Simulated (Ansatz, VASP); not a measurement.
Au: VASP beside Ansatz

INCAR

```
PREC = Accurate ; ENCUT = 520
EDIFF = 1E-7 ; ISMEAR = -1
SIGMA = 0.05 ; LREAL = F
LASPH = T ; NELM = 80
ALGO = Fast ; ISIF = 2
LWAVE = F ; LCHARG = F
GGA = PE ; NBANDS = 18
```

Contents of KPOINTS:

```
Automatic mesh
0
Gamma
  11 11 6
```

POSCAR

```
Au
1.0
    1.4113099650     -2.5559330250      0.0000000000
    1.4113099650      2.5559330250      0.0000000000
    0.0000000000      0.0000000000      4.8931696100
Au
2
Direct
    0.3346720300      0.6653279700      0.2500000000
    0.6653279700      0.3346720300      0.7500000000
```

Contents of input.yaml:

```yaml
crystal:
  lattice:
    - [1.411309965, -2.555933025, 0.0]
    - [1.411309965, 2.555933025, 0.0]
    - [0.0, 0.0, 4.89316961]
  atoms:
    - { symbol: Au, position: [0.33467203, 0.66532797, 0.25] }
    - { symbol: Au, position: [0.66532797, 0.33467203, 0.75] }
hamiltonian:
  xc: pbe
  pseudopotentials: { kind: paw }
kpoints:
  mp_grid: { grid: [11, 11, 6] }
scf:
  occupations: { method: fermi_dirac, width: 0.05 }
output:
  forces: true
  stress: true
  eigenvalues: true
```

Alike in both runs: task single point; functional PBE; k mesh 11 × 11 × 6; occupations fermi-dirac, width 0.05 eV; no spin polarisation.

```csv
,VASP,Ansatz
version,VASP 6.6.1,Ansatz 0.2.0
potentials or method,"VASP PAW PBE potentials, release 64 (Au)",Ansatz PAW
plane-wave cutoff (eV),520,420
valence electrons in the cell,22,38
```

```tsv
	VASP	Ansatz	Ansatz less VASP
gap on the k mesh at the Fermi level (eV)	none	none	-
pressure (GPa)	2.9	3.2	+0.26
traceless stress, the component that is largest in VASP (GPa)	2.93	2.95	+0.017
rms of the force components (eV/Å)	0.015	0.015	+0.0005
```

Atom by atom the forces differ by 0.000 eV/Å (rms over components). A gap of «none» marks a metal or a gap that the smearing closes. The functional is the same, so the differences come from potentials, cutoffs and numerics. VASP's potentials hold 22 valence electrons a cell and Ansatz's 38, so a difference there can come from the potentials and not from the codes.

Neither program's run includes spin-orbit coupling.
